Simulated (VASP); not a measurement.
# C (R-3m) in VASP: a series of runs

C is run at these levels: PBE+D3(BJ); tasks: single point.

All numbers are computed with VASP 6.6.1; they aren't measurements. Logs are shortened: lines on timing, memory, paths and dates and some standing lists are left out, and cuts for length are marked.

## 1. The cell of the first run

It takes space group R-3m (No. 166, trigonal). The conventional cell has a = 2.445 Å, b = 2.445 Å, c = 9.999 Å, α = 90.00°, β = 90.00°, γ = 120.00°. Within 1.9 Å of C (site symmetry 3m) lie 3 C at 1.42 Å.

## 2. Single point, PBE+D3(BJ)

Contents of INCAR:

```
PREC     = Accurate       # precision mode
ENCUT    = 520            # plane-wave cutoff, eV
EDIFF    = 1E-7           # SCF threshold, eV
ISMEAR   = 0              # smearing method
SIGMA    = 0.05           # smearing width, eV
LREAL    = F              # projectors in reciprocal space
LASPH    = T              # aspherical terms in the spheres
NELM     = 80             # most SCF steps
ALGO     = Normal         # electronic algorithm
ISIF     = 2              # what is computed and relaxed
LWAVE    = F              # write WAVECAR
LCHARG   = F              # write CHGCAR
GGA      = PE             # functional
IVDW     = 12             # dispersion correction
NBANDS   = 11             # bands
```

Contents of KPOINTS:

```
Automatic mesh
0
Gamma
  15 15 15
```

Contents of POSCAR:

```
C
1.0
    1.2222513345      0.7056671370      3.3330408480
   -1.2222513345      0.7056671370      3.3330408480
    0.0000000000     -1.4113342740      3.3330408480
C
2
Direct
    0.1722488039      0.1722488039      0.1722488039
    0.8277511961      0.8277511961      0.8277511961
```

Potentials or basis: VASP PAW PBE potentials, release 64 (C).

Command:

```
> cat potpaw_PBE.64/C/POTCAR > POTCAR
> mpirun -np 1 vasp_std > vasp.out
```

OUTCAR:

```text
PREC = Accurate
   ENCUT = 520
   EDIFF = 1E-7
   ISMEAR = 0
   LREAL = F
   LASPH = T
   NELM = 80
   ISIF = 2
   GGA = PE
   IVDW = 12
 IVDW          = 12

 ion  position               nearest neighbor table
   1  0.172  0.172  0.172-   2 1.42   2 1.42   2 1.42
   2  0.828  0.828  0.828-   1 1.42   1 1.42   1 1.42

  LATTYP: Found a trigonal (rhomboedric) cell.
 ALAT       =     3.6195339102
 COS(alpha) =     0.7719417768

  Lattice vectors:

 A1 = (   1.2222513345,   0.7056671370,   3.3330408480)
 A2 = (  -1.2222513345,   0.7056671370,   3.3330408480)
 A3 = (   0.0000000000,  -1.4113342740,   3.3330408480)

Analysis of symmetry for initial positions (statically):
=====================================================================
 Subroutine PRICEL returns:
 Original cell was already a primitive cell.

 Routine SETGRP: Setting up the symmetry group for a
 trigonal (rhombohedral) supercell.

 Subroutine GETGRP returns: Found 12 space group operations
 (whereof 12 operations were pure point group operations)
 out of a pool of 12 trial point group operations.

The static configuration has the point symmetry D_3d.

Analysis of symmetry for dynamics (positions and initial velocities):
=====================================================================
 Subroutine PRICEL returns:
 Original cell was already a primitive cell.

 Routine SETGRP: Setting up the symmetry group for a
 trigonal (rhombohedral) supercell.

 Subroutine GETGRP returns: Found 12 space group operations
 (whereof 12 operations were pure point group operations)
 out of a pool of 12 trial point group operations.

The dynamic configuration has the point symmetry D_3d.

 Subroutine INISYM returns: Found 12 space group operations
 (whereof 12 operations are pure point group operations),
 and found     1 'primitive' translations

----------------------------------------------------------------------------------------

                                     Primitive cell

  volume of cell :      17.2485

  direct lattice vectors                    reciprocal lattice vectors
     1.222251334  0.705667137  3.333040848     0.409081165  0.236183121  0.100008775
    -1.222251334  0.705667137  3.333040848    -0.409081165  0.236183121  0.100008775
     0.000000000 -1.411334274  3.333040848     0.000000000 -0.472366242  0.100008775

  length of vectors
     3.619533910  3.619533910  3.619533910     0.482837055  0.482837055  0.482837055

  position of ions in fractional coordinates (direct lattice)
     0.172248804  0.172248804  0.172248804
     0.827751196  0.827751196  0.827751196

[... 85 lines left out ...]
   TEBEG  =    0.0;   TEEND  =   0.0 temperature during run
   PSTRESS=    0.0 pullay stress
   NELECT =       8.0000    total number of electrons
   NUPDOWN=      -1.0000    fix difference up-down
   EMIN   =  10.00;   EMAX   =-10.00  energy-range for DOS
   EFERMI =   0.00;   METHOD = LEGACY
   ISMEAR =     0;   SIGMA  =   0.05  broadening in eV -4-tet -1-fermi 0-gaus
   EFERMI_NEDOS =   21; number of points for ismear=-14 and -15
   IALGO  =     38    algorithm
   IMIX   =      4    mixing-type and parameters
     AMIX     =   0.40;   BMIX     =  1.00
     AMIX_MAG =   1.60;   BMIX_MAG =  1.00
  volume/ion in A,a.u.               =       8.62        58.20
  Fermi-wavevector in a.u.,A,eV,Ry     =   1.267226  2.394710 21.849074  1.605862
  Thomas-Fermi vector in A             =   2.400385
   LORBIT       =      0    0 simple, 1 ext, 2 COOP (PROOUT), +10 PAW based schemes
   GGA     = PE    functional components
   LHFCALC =     F    Hartree Fock is set to
   AEXX    =    0.0000 exact exchange contribution
   IVDW    =    12    specifies the selected vdW correction
   LEPSILON=     F    determine dielectric tensor
   LRPA    =     F    only Hartree local field effects (RPA)
 non-spin polarized calculation
 Gauss-broadening in eV      SIGMA  =   0.05
  energy-cutoff  :      520.00
  volume of cell :       17.25
 maximum number of plane-waves:       477
   NGX = 13   NGY = 13   NGZ = 13

 number of electron       8.0000000 magnetization

 Free energy of the ion-electron system (eV)
  ---------------------------------------------------
  ext. energy  EPLUGINS =         0.00000000
  ---------------------------------------------------
  free energy    TOTEN  =       -18.30263256 eV

  energy without entropy =      -18.30263256  energy(sigma->0) =      -18.30263256

 E-fermi :   4.8637     XC(G=0): -10.4402

 val. band max:        4.6017519936   @ k =  -0.3333   0.3333   0.0000
 cond. band min:       5.1058889304   @ k =  -0.3333   0.3333   0.0000
 fundamental gap:      0.5041369368
 Fermi energy:         4.8637348657

 k-point     1 :       0.0000    0.0000    0.0000
  band No.  band energies     occupation
      1     -14.9417      2.00000
      2      -1.7533      2.00000
      3       2.0083      2.00000
      4       2.0083      2.00000
      5       8.8344      0.00000
      6      13.4377      0.00000
      7      13.4377      0.00000
      8      16.7843      0.00000
      9      18.0619      0.00000
     10      28.0029      0.00000
     11      30.8501      0.00000
[... 309 lines left out ...]
 k-point    24 :       0.2000    0.1333   -0.0000
  band No.  band energies     occupation
      1     -14.1556      2.00000
      2      -1.2091      2.00000
      3      -0.3937      2.00000
      4       0.5698      2.00000
      5      10.1766      0.00000
      6      13.8176      0.00000
      7      14.5373      0.00000
      8      15.8087      0.00000
      9      19.6661      0.00000
     10      25.5944      0.00000
     11      29.2973      0.00000

 [... further k-points ...]

------------------------ aborting loop because EDIFF is reached ----------------------------------------

 Edisp (eV)   -0.31541

 E8    (eV) :    -0.0895

  FORCE on cell =-STRESS in cart. coord.  units (eV):
  Direction    XX          YY          ZZ          XY          YZ          ZX
  --------------------------------------------------------------------------------------
  -------------------------------------------------------------------------------------
  Total       1.28523     1.28523    -0.17467     0.00000    -0.00000     0.00000
  in kB     119.38251   119.38251   -16.22456     0.00000    -0.00000     0.00000
  external pressure =       74.18 kB  Pullay stress =        0.00 kB

 VOLUME and BASIS-vectors are now :
 -----------------------------------------------------------------------------
  energy-cutoff  :      520.00
  volume of cell :       17.25
      direct lattice vectors                 reciprocal lattice vectors
     1.222251334  0.705667137  3.333040848     0.409081165  0.236183121  0.100008775
    -1.222251334  0.705667137  3.333040848    -0.409081165  0.236183121  0.100008775
     0.000000000 -1.411334274  3.333040848     0.000000000 -0.472366242  0.100008775

 POSITION                                       TOTAL-FORCE (eV/Angst)
 -----------------------------------------------------------------------------------
      0.00000      0.00000      1.72234         0.000000      0.000000     -1.866794
      0.00000      0.00000      8.27679         0.000000      0.000000      1.866794
 -----------------------------------------------------------------------------------
    total drift:                                0.000000      0.000000     -0.000000

  FREE ENERGIE OF THE ION-ELECTRON SYSTEM (eV)
  ---------------------------------------------------
  free  energy   TOTEN  =       -18.6180405139 eV

  energy  without entropy=      -18.6180405139  energy(sigma->0) =      -18.61804051
```

OSZICAR:

```text
N       E                     dE             d eps       ncg     rms          rms(c)
DAV:   1     0.652152909878E+01    0.65215E+01   -0.45847E+03  7760   0.666E+02
DAV:   2    -0.189233008514E+02   -0.25445E+02   -0.24269E+02  9821   0.132E+02
DAV:   3    -0.195477061012E+02   -0.62441E+00   -0.62324E+00  9401   0.173E+01
DAV:   4    -0.195499846780E+02   -0.22786E-02   -0.22784E-02  8669   0.130E+00
DAV:   5    -0.195499934941E+02   -0.88161E-05   -0.88163E-05  9611   0.751E-02    0.646E+00
DAV:   6    -0.185991767509E+02    0.95082E+00   -0.82291E-01  8726   0.524E+00    0.376E+00
DAV:   7    -0.182993341832E+02    0.29984E+00   -0.92426E-01  8937   0.559E+00    0.107E+00
DAV:   8    -0.183027639294E+02   -0.34297E-02   -0.20134E-02  8426   0.911E-01    0.117E-01
DAV:   9    -0.183025654332E+02    0.19850E-03   -0.58064E-04  9184   0.152E-01    0.532E-02
DAV:  10    -0.183026322258E+02   -0.66793E-04   -0.11969E-04  8567   0.776E-02    0.263E-02
DAV:  11    -0.183026323467E+02   -0.12097E-06   -0.59211E-06  9126   0.141E-02    0.512E-03
DAV:  12    -0.183026325723E+02   -0.22559E-06   -0.47579E-07  8570   0.511E-03    0.642E-04
DAV:  13    -0.183026325621E+02    0.10244E-07   -0.19747E-08  8677   0.954E-04
   1 F= -.18618041E+02 E0= -.18618041E+02  d E =-.449111E-14
```

Wall time 68 s (1 thread of Intel Xeon 6975P-C (Granite Rapids), shared host); peak memory 0.2 GiB.

What came out:

```yaml
Free_energy: -18.6180 eV
Pressure: 7.4 GPa
Largest_force: 1.867 eV/Å
Band_gap_on_the_k_mesh: 0.50 eV, direct
Dispersion_energy_per_atom: -0.158 eV
```

Forces on the atoms (eV/Å):
```
C    0.000  0.000 -1.867
C    0.000  0.000  1.867
```

Stress tensor (GPa, compression positive):
```
11.94  0.00  0.00
 0.00 11.94  0.00
 0.00  0.00 -1.62
```

Caveat: forces of over 1 eV/Å act on the atoms, so gaps and moduli don't describe the material at rest. A k mesh can miss the band edges.

## 3. Single point, PBE+D3(BJ)

Contents of INCAR:

```
SYSTEM = C
  PREC = Accurate
  ENCUT = 520
  EDIFF = 1E-6
  ISMEAR = 0
  SIGMA = 0.05
  LREAL = .False.
  LASPH = .True.
  NELM = 80
  ALGO = Normal
  ISIF = 2
  LWAVE = .False.
  LCHARG = .False.
  GGA = PE
  IVDW = 12
  NBANDS = 11
```

Contents of KPOINTS:

```
regular mesh
0
Gamma
  15 15 15
  0 0 0
```

Contents of POSCAR:

```
C
1.0
    1.2222513345      0.7056671370      3.3330408480
   -1.2222513345      0.7056671370      3.3330408480
    0.0000000000     -1.4113342740      3.3330408480
C
2
Direct
    0.1609424319      0.1609424319      0.1609424319
    0.8390575681      0.8390575681      0.8390575681
```

Potentials or basis: VASP PAW PBE potentials, release 64 (C).

Command:

```
> cat potpaw_PBE.64/C/POTCAR > POTCAR
> mpirun -np 1 vasp_std > vasp.out
```

Wall time 48 s (1 thread of Intel Xeon 6975P-C (Granite Rapids), shared host); peak memory 0.2 GiB.

The run converged. Its results:

| Property | Result |
| --- | --- |
| Free energy | -18.6181 eV |
| Pressure | 7.3 GPa |
| Largest force | 1.859 eV/Å |
| Band gap on the k mesh | 0.88 eV, direct |
| Dispersion energy per atom | -0.158 eV |

Forces on the atoms (eV/Å):
```
C    0.000  0.000  1.859
C    0.000  0.000 -1.859
```

Stress tensor (GPa, compression positive):
```
12.04  0.00  0.00
 0.00 12.04  0.00
 0.00  0.00 -2.13
```

Levels at points of the mesh, in eV from the valence-band top:
| k point | band 1 | band 2 | band 3 | band 4 | band 5 | band 6 | band 7 | band 8 | band 9 |
| --- | --- | --- | --- | --- | --- | --- | --- | --- | --- |
| (0.00, 0.00, 0.00) | -19.37 | -6.17 | -2.41 | -2.41 | 4.39 | 8.98 | 8.98 | 12.33 | 13.64 |

Caveat: forces of over 1 eV/Å act on the atoms, so gaps and moduli don't describe the material at rest. A k mesh can miss the band edges.

## 4. Single point, PBE+D3(BJ)

This run uses another cell than the first one, of 9.52 Å³/atom, 1.104 times its volume.

Contents of INCAR:

```
  ALGO = Normal
  EDIFF = 1E-6
  ENCUT = 520
  GGA = PE
  ISIF = 2
  ISMEAR = 0
  IVDW = 12
  LASPH = True
  LCHARG = False
  LREAL = False
  LWAVE = False
  NBANDS = 11
  NELM = 100
  PREC = Accurate
  SIGMA = 0.05
```

Contents of KPOINTS:

```
k-points
0
Gamma
  15 15 15
```

Contents of POSCAR:

```
C
1.0
    1.2632929494      0.7293625244      3.4449600376
   -1.2632929494      0.7293625244      3.4449600376
    0.0000000000     -1.4587250488      3.4449600375
C
2
Direct
    0.1628268272      0.1628268272      0.1628268272
    0.8371731728      0.8371731728      0.8371731728
```

Command:

```
> cat potpaw_PBE.64/C/POTCAR > POTCAR
> mpirun -np 1 vasp_std > vasp.out
```

It took 89 s on 1 thread of Intel Xeon 6975P-C, shared host; peak memory 0.2 GiB.

It converged, with:

```
Free energy                : -18.6048 eV
Pressure                   : -18.6 GPa
Largest force              : 1.288 eV/Å
Band gap on the k mesh     : 0.70 eV, direct
Dispersion energy per atom : -0.148 eV
```

Forces on the atoms (eV/Å):
```
C    0.000  0.000  1.288
C    0.000  0.000 -1.288
```

Stress tensor (GPa, compression positive):
```
-27.08   0.00   0.00
  0.00 -27.08   0.00
  0.00   0.00  -1.63
```

Levels at points of the mesh, in eV from the valence-band top:
```csv
k point,band 1,band 2,band 3,band 4,band 5,band 6,band 7,band 8
"(0.00, 0.00, 0.00)",-18.67,-5.80,-2.62,-2.62,4.56,8.24,8.24,10.95
```

Caveat: forces of over 1 eV/Å act on the atoms, so gaps and moduli don't describe the material at rest.

(Part 1 of 3 ends here.)
